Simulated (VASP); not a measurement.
# ZnO (Fm-3m) in VASP: a series of runs, part 2 of 3

VASP 6.6.1. Earlier steps stand in the parts before.

## 3. Single point, PBE (volume scaled by 1.06)

File INCAR:

```
SYSTEM = ZnO
ALGO = Normal
EDIFF = 1E-6
ENCUT = 520
GGA = PE
ISIF = 2
ISMEAR = 0
LASPH = .True.
LCHARG = .True.
LELF = .True.
LREAL = .False.
LVHAR = .True.
LWAVE = .False.
NBANDS = 16
NELM = 100
PREC = Accurate
SIGMA = 0.02
```

File KPOINTS:

```
k-points
0
Gamma
  12 12 12
  0 0 0
```

File POSCAR:

```
ZnO
1.0
    0.0000000000      2.2073203839      2.2073203839
    2.2073203839      0.0000000000      2.2073203839
    2.2073203839      2.2073203839      0.0000000000
Zn O
1 1
Direct
    0.0000000000      0.0000000000      0.0000000000
    0.5000000000      0.5000000000      0.5000000000
```

Potentials or basis: VASP PAW PBE potentials, release 64 (Zn, O).

Started as:

```
$ cat potpaw_PBE.64/Zn/POTCAR potpaw_PBE.64/O/POTCAR > POTCAR
$ mpirun -np 1 vasp_std > vasp.out
```

OUTCAR:

```text
SYSTEM = ZnO
   EDIFF = 1E-6
   ENCUT = 520
   GGA = PE
   ISIF = 2
   ISMEAR = 0
   LASPH = .True.
   LREAL = .False.
   NELM = 100
   PREC = Accurate

 ion  position               nearest neighbor table
   1  0.000  0.000  0.000-   2 2.21   2 2.21   2 2.21   2 2.21   2 2.21   2 2.21
   2  0.500  0.500  0.500-   1 2.21   1 2.21   1 2.21   1 2.21   1 2.21   1 2.21

  LATTYP: Found a face centered cubic cell.
 ALAT       =     4.4146407678

  Lattice vectors:

 A1 = (   0.0000000000,   2.2073203839,   2.2073203839)
 A2 = (   2.2073203839,   0.0000000000,   2.2073203839)
 A3 = (   2.2073203839,   2.2073203839,   0.0000000000)

Analysis of symmetry for initial positions (statically):
=====================================================================
 Subroutine PRICEL returns:
 Original cell was already a primitive cell.

 Routine SETGRP: Setting up the symmetry group for a
 face centered cubic supercell.

 Subroutine GETGRP returns: Found 48 space group operations
 (whereof 48 operations were pure point group operations)
 out of a pool of 48 trial point group operations.

The static configuration has the point symmetry O_h .

Analysis of symmetry for dynamics (positions and initial velocities):
=====================================================================
 Subroutine PRICEL returns:
 Original cell was already a primitive cell.

 Routine SETGRP: Setting up the symmetry group for a
 face centered cubic supercell.

 Subroutine GETGRP returns: Found 48 space group operations
 (whereof 48 operations were pure point group operations)
 out of a pool of 48 trial point group operations.

The dynamic configuration has the point symmetry O_h .

 Subroutine INISYM returns: Found 48 space group operations
 (whereof 48 operations are pure point group operations),
 and found     1 'primitive' translations

----------------------------------------------------------------------------------------

                                     Primitive cell

  volume of cell :      21.5093

  direct lattice vectors                    reciprocal lattice vectors
     0.000000000  2.207320384  2.207320384    -0.226518997  0.226518997  0.226518997
     2.207320384  0.000000000  2.207320384     0.226518997 -0.226518997  0.226518997
     2.207320384  2.207320384  0.000000000     0.226518997  0.226518997 -0.226518997

  length of vectors
     3.121622423  3.121622423  3.121622423     0.392342412  0.392342412  0.392342412

  position of ions in fractional coordinates (direct lattice)
     0.000000000  0.000000000  0.000000000
     0.500000000  0.500000000  0.500000000

  ion indices of the primitive-cell ions
   primitive index   ion index
                 1           1
                 2           2

----------------------------------------------------------------------------------------

 KPOINTS: k-points

Automatic generation of k-mesh.
 Grid dimensions read from file:
 generate k-points for:   12   12   12

 Generating k-lattice:

  Cartesian coordinates                     Fractional coordinates (reciprocal lattice)
    -0.018876583  0.018876583  0.018876583     0.083333333  0.000000000  0.000000000
     0.018876583 -0.018876583  0.018876583     0.000000000  0.083333333  0.000000000
     0.018876583  0.018876583 -0.018876583     0.000000000  0.000000000  0.083333333

  Length of vectors
     0.032695201  0.032695201  0.032695201

  Shift w.r.t. Gamma in fractional coordinates (k-lattice)
     0.000000000  0.000000000  0.000000000

 Subroutine IBZKPT returns following result:
 ===========================================

 Found     72 irreducible k-points:

 Following reciprocal coordinates:
            Coordinates               Weight
  0.000000  0.000000  0.000000      1.000000
  0.083333  0.000000  0.000000      8.000000
  0.166667  0.000000  0.000000      8.000000
  0.250000  0.000000  0.000000      8.000000
  0.333333  0.000000  0.000000      8.000000
  0.416667  0.000000  0.000000      8.000000
[... 16 lines left out ...]
  0.500000  0.166667  0.000000     24.000000
 -0.416667  0.166667  0.000000     24.000000
 [... further k-points ...]
   k-points           NKPTS =     72   k-points in BZ     NKDIM =     72   number of bands    NBANDS=     16
   number of dos      NEDOS =    301   number of ions     NIONS =      2
   total plane-waves  NPLWV =  13824
   dimension x,y,z NGX =    24 NGY =   24 NGZ =   24
   dimension x,y,z NGXF=    48 NGYF=   48 NGZF=   48
   ions per type =               1   1
   NGX,Y,Z   is equivalent  to a cutoff of  12.78, 12.78, 12.78 a.u.
   NGXF,Y,Z  is equivalent  to a cutoff of  25.56, 25.56, 25.56 a.u.
 SYSTEM =  ZnO
   PREC   = accura    normal or accurate (medium, high low for compatibility)
   ISTART =      0    job   : 0-new  1-cont  2-samecut
   ICHARG =      2    charge: 1-file 2-atom 10-const
   ISPIN  =      1    spin polarized calculation?
   LNONCOLLINEAR =      F non collinear calculations
   LSORBIT =      F    spin-orbit coupling
   LASPH  =      T    aspherical Exc in radial PAW
   ENCUT  =  520.0 eV  38.22 Ry    6.18 a.u.   5.80  5.80  5.80*2*pi/ulx,y,z
   NELM   =    100;   NELMIN=  2; NELMDL= -5     # of ELM steps
   EDIFF  = 0.1E-05   stopping-criterion for ELM
   LREAL  =      F    real-space projection
[... 7 lines left out ...]
   TEBEG  =    0.0;   TEEND  =   0.0 temperature during run
   PSTRESS=    0.0 pullay stress
   NELECT =      18.0000    total number of electrons
   NUPDOWN=      -1.0000    fix difference up-down
   EMIN   =  10.00;   EMAX   =-10.00  energy-range for DOS
   EFERMI =   0.00;   METHOD = LEGACY
   ISMEAR =     0;   SIGMA  =   0.02  broadening in eV -4-tet -1-fermi 0-gaus
   EFERMI_NEDOS =   21; number of points for ismear=-14 and -15
   IALGO  =     38    algorithm
   IMIX   =      4    mixing-type and parameters
     AMIX     =   0.40;   BMIX     =  1.00
     AMIX_MAG =   1.60;   BMIX_MAG =  1.00
  volume/ion in A,a.u.               =      10.75        72.58
  Fermi-wavevector in a.u.,A,eV,Ry     =   1.542731  2.915339 32.382137  2.380020
  Thomas-Fermi vector in A             =   2.648494
   LORBIT       =      0    0 simple, 1 ext, 2 COOP (PROOUT), +10 PAW based schemes
   GGA     = PE    functional components
   LHFCALC =     F    Hartree Fock is set to
   AEXX    =    0.0000 exact exchange contribution
   IVDW    =     0    specifies the selected vdW correction
   LEPSILON=     F    determine dielectric tensor
   LRPA    =     F    only Hartree local field effects (RPA)
 non-spin polarized calculation
 Gauss-broadening in eV      SIGMA  =   0.02
  energy-cutoff  :      520.00
  volume of cell :       21.51
 maximum number of plane-waves:       604
   NGX = 11   NGY = 11   NGZ = 11

 number of electron      17.9999990 magnetization

 Free energy of the ion-electron system (eV)
  ---------------------------------------------------
  ext. energy  EPLUGINS =         0.00000000
  ---------------------------------------------------
  free energy    TOTEN  =        -8.60584343 eV

  energy without entropy =       -8.60584343  energy(sigma->0) =       -8.60584343

 E-fermi :   1.9372     XC(G=0): -11.7754

 val. band max:        1.8220075967   @ k =   0.5000   0.0000   0.0000
 cond. band min:       2.2986145412   @ k =   0.0000   0.0000   0.0000
 fundamental gap:      0.4766069446
 Fermi energy:         1.9371631470

 k-point     1 :       0.0000    0.0000    0.0000
  band No.  band energies     occupation
      1     -15.9715      2.00000
      2      -2.9123      2.00000
      3      -2.9123      2.00000
      4      -2.9123      2.00000
      5      -2.7359      2.00000
      6      -2.7359      2.00000
[... 8 lines left out ...]
     15      19.9529      0.00000
     16      19.9529      0.00000

 k-point     2 :       0.0833    0.0000    0.0000
  band No.  band energies     occupation
      1     -15.9072      2.00000
      2      -2.9484      2.00000
      3      -2.9109      2.00000
      4      -2.9109      2.00000
      5      -2.7885      2.00000
      6      -2.7885      2.00000
[... 8 lines left out ...]
     15      20.3403      0.00000
     16      20.3403      0.00000
[... 387 lines left out ...]
      5      -2.6316      2.00000
      6      -2.5494      2.00000
[... 8 lines left out ...]
     15      24.2924      0.00000
     16      25.9058      0.00000

 k-point    24 :      -0.4167    0.1667    0.0000
  band No.  band energies     occupation
      1     -14.8089      2.00000
      2      -4.4479      2.00000
      3      -3.5324      2.00000
      4      -3.5175      2.00000
      5      -2.5820      2.00000
      6      -2.5778      2.00000
[... 8 lines left out ...]
     15      23.7272      0.00000
     16      24.6125      0.00000

 [... further k-points ...]
[... 5 lines left out ...]
  --------------------------------------------------------------------------------------
  -------------------------------------------------------------------------------------
  Total       -1.0394728     -1.0394728     -1.0394728      0.0000000      0.0000000     -0.0000000
  in kB      -77.4279224    -77.4279224    -77.4279224      0.0000000      0.0000000     -0.0000000
  external PRESSURE =     -77.4279224 kB  Pullay stress =       0.0000000 kB

 VOLUME and BASIS-vectors are now :
 -----------------------------------------------------------------------------
  energy-cutoff  :      520.00
  volume of cell :       21.51
      direct lattice vectors                 reciprocal lattice vectors
     0.000000000  2.207320384  2.207320384    -0.226518997  0.226518997  0.226518997
     2.207320384  0.000000000  2.207320384     0.226518997 -0.226518997  0.226518997
     2.207320384  2.207320384  0.000000000     0.226518997  0.226518997 -0.226518997

 POSITION                                       TOTAL-FORCE (eV/Angst)
 -----------------------------------------------------------------------------------
      0.00000      0.00000      0.00000         0.000000      0.000000      0.000000
      2.20732      2.20732      2.20732         0.000000     -0.000000      0.000000
 -----------------------------------------------------------------------------------
    total drift:                                0.000000     -0.000000     -0.000000

  FREE ENERGIE OF THE ION-ELECTRON SYSTEM (eV)
  ---------------------------------------------------
  free  energy   TOTEN  =        -8.6058434342 eV

  energy  without entropy=       -8.6058434342  energy(sigma->0) =       -8.60584343
```

OSZICAR:

```text
N       E                     dE             d eps       ncg     rms          rms(c)
DAV:   1     0.927829164182E+02    0.92783E+02   -0.96172E+03  2384   0.168E+03
DAV:   2    -0.522808683642E+01   -0.98011E+02   -0.88390E+02  2528   0.292E+02
DAV:   3    -0.101026931449E+02   -0.48746E+01   -0.48564E+01  2704   0.664E+01
DAV:   4    -0.101254294493E+02   -0.22736E-01   -0.22735E-01  2784   0.459E+00
DAV:   5    -0.101255013978E+02   -0.71948E-04   -0.71948E-04  2800   0.242E-01    0.852E+00
DAV:   6    -0.864328050792E+01    0.14822E+01   -0.30359E+00  3472   0.533E+01    0.556E+00
DAV:   7    -0.862381664272E+01    0.19464E-01   -0.52791E-01  2696   0.117E+01    0.299E+00
DAV:   8    -0.860874530252E+01    0.15071E-01   -0.83155E-02  2408   0.263E+00    0.494E-01
DAV:   9    -0.860570700819E+01    0.30383E-02   -0.65816E-03  3392   0.129E+00    0.100E-01
DAV:  10    -0.860580894426E+01   -0.10194E-03   -0.12719E-03  2360   0.291E-01    0.476E-02
DAV:  11    -0.860584352912E+01   -0.34585E-04   -0.36537E-05  2664   0.786E-02    0.809E-03
DAV:  12    -0.860584343424E+01    0.94885E-07   -0.15061E-06  2160   0.233E-02
   1 F= -.86058434E+01 E0= -.86058434E+01  d E =-.208906E-18
```

stdout:

```text
POSCAR found type information on POSCAR ZnO
 POSCAR found :  2 types and       2 ions
 scaLAPACK will be used
 LDA part: xc-table for (Slater+PW92), standard interpolation
 POSCAR, INCAR and KPOINTS ok, starting setup
 FFT: planning ... GRIDC
 FFT: planning ... GRID_SOFT
 FFT: planning ... GRID
 WAVECAR not read
 entering main loop
```

It took 7 s on 1 thread of Intel Xeon 6975P-C (Granite Rapids), shared host; peak memory 0.15 GiB.

Results:

```
Free energy            : -8.6058 eV
Pressure               : -7.7 GPa
Band gap on the k mesh : 0.48 eV, indirect (least direct gap 1.52 eV)
```

(Part 2 of 3 ends here.)
